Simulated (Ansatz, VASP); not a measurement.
**Two plane-wave programs on Cu**

```
Cu
1.0
     0.00000   -2.29226    0.00000
    -6.97385    0.00000  -21.74334
     9.24434    0.00000   -7.24778
Cu
1
Direct
  0.50000 0.33333 0.50000
```

Alike in both runs: task single point; functional PBE; dispersion D3(BJ); k mesh 25 × 3 × 6; occupations gaussian, width 0.15 eV; no spin polarisation.

|  | VASP | Ansatz |
| --- | --- | --- |
| version | VASP 6.6.1 | Ansatz 0.2.0 |
| potentials or method | VASP PAW PBE potentials, release 64 (Cu), cutoff 520 eV | scalar-relativistic, plane waves, PAW |
| valence electrons in the cell | 11 | 19 |

|  | VASP | Ansatz | Ansatz less VASP |
| --- | --- | --- | --- |
| gap on the k mesh at the Fermi level (eV) | none | none | - |
| pressure (GPa) | 0.0 | 0.0 | 0.00 |

A gap of «none» marks a metal or a gap that the smearing closes. VASP's potentials hold 11 valence electrons a cell and Ansatz's 19, so a difference there can come from the potentials and not from the codes.
